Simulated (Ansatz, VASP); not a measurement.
## Two plane-wave programs on Be

File INCAR:

```
SYSTEM = Be
ALGO = Fast
EDIFF = 1E-6
ENCUT = 520
GGA = PS
ISIF = 2
ISMEAR = 0
LASPH = .TRUE.
LCHARG = .FALSE.
LREAL = .FALSE.
LWAVE = .FALSE.
NBANDS = 9
NELM = 100
PREC = Accurate
SIGMA = 0.15
```

KPOINTS

```
k-points
0
G
  24 24 14
  0 0 0
```

The input POSCAR:

```
Be
1.0
    2.3569895345      0.0000000000      0.0000000000
   -1.1784947673      2.0412128133      0.0000000000
    0.0000000000      0.0000000000      3.4208550000
Be
2
Direct
    0.3333333333      0.6666666667      0.2500000000
    0.6666666667      0.3333333333      0.7500000000
```

Input for Ansatz:

```yaml
crystal:
  lattice:
    - [2.3569895345, 0.0, 0.0]
    - [-1.1784947673, 2.0412128133, 0.0]
    - [0.0, 0.0, 3.420855]
  atoms:
    - { symbol: Be, position: [0.3333333333, 0.6666666667, 0.25] }
    - { symbol: Be, position: [0.6666666667, 0.3333333333, 0.75] }
basis:
  ecutwfc: 420
kpoints:
  mp_grid: { grid: [24, 24, 14] }
hamiltonian:
  xc: pbesol
scf:
  occupations: { method: gaussian, width: 0.15 }
output:
  forces: true
  stress: true
  eigenvalues: true
```

Change from the starting cell: strain +0.025 along x and y, -0.050 along z, atoms carried along.

Alike in both runs: task single point; functional PBEsol; k mesh 24 × 24 × 14; occupations gaussian, width 0.15 eV; no spin polarisation.

|  | VASP | Ansatz |
| --- | --- | --- |
| version | VASP 6.6.1 | Ansatz 0.2.0 |
| potentials or method | VASP PAW PBE potentials, release 64 (Be), cutoff 520 eV | scalar-relativistic, plane waves, PAW |
| valence electrons in the cell | 4 | 4 |

VASP gave:

```
gap on the k mesh at the Fermi level (eV)                     : none
pressure (GPa)                                                : -3.7
traceless stress, the component that is largest in VASP (GPa) : 15.47
```

Question: Which values does Ansatz return?

Answer: gap on the k mesh at the Fermi level (eV): none; pressure (GPa): -4.0; traceless stress, the component that is largest in VASP (GPa): 15.38.

VASP's potentials were made for PBE, not for PBEsol. A gap of «none» marks a metal or a gap that the smearing closes.
